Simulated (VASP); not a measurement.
Here is a VASP 6.6.1 calculation.

File INCAR:

```
ALGO = Normal
EDIFF = 1E-6
ENCUT = 520
GGA = PE
ISIF = 2
ISMEAR = 0
LASPH = T
LCHARG = F
LREAL = F
LWAVE = F
NBANDS = 41
NELM = 100
PREC = Accurate
SIGMA = 0.01
```

The input KPOINTS:

```
k-points
0
Gamma
  4 4 4
```

Contents of POSCAR:

```
MgCd3Te4
1.0
    6.4565950309      0.0000000000      0.0000000000
    0.0000000000      6.4565950309      0.0000000000
    0.0000000000      0.0000000000      6.4565950309
Mg Te Cd
1 4 3
Direct
    0.0000000000      0.0000000000      0.0000000000
    0.2472029275      0.2472029275      0.2472029275
    0.7527970725      0.7527970725      0.2472029275
    0.7527970725      0.2472029275      0.7527970725
    0.2472029275      0.7527970725      0.7527970725
    0.5000000000      0.5000000000      0.0000000000
    0.5000000000      0.0000000000      0.5000000000
    0.0000000000      0.5000000000      0.5000000000
```

Potentials or basis: VASP PAW PBE potentials, release 64 (Mg, Te, Cd).

Command:

```sh
$ cat potpaw_PBE.64/Mg/POTCAR potpaw_PBE.64/Te/POTCAR potpaw_PBE.64/Cd/POTCAR > POTCAR
$ mpirun -np 1 vasp_std > vasp.out
```

Problem. Predict the largest force.

Solution. 0.054 eV/Å.

Problem. What does it give for the pressure?

Solution. 2.6 GPa.

Forces on the atoms (eV/Å):
```
Mg   0.000  0.000  0.000
Te  -0.031 -0.031 -0.031
Te   0.031  0.031 -0.031
Te   0.031 -0.031  0.031
Te  -0.031  0.031  0.031
Cd   0.000  0.000  0.000
Cd   0.000  0.000  0.000
Cd   0.000  0.000  0.000
```
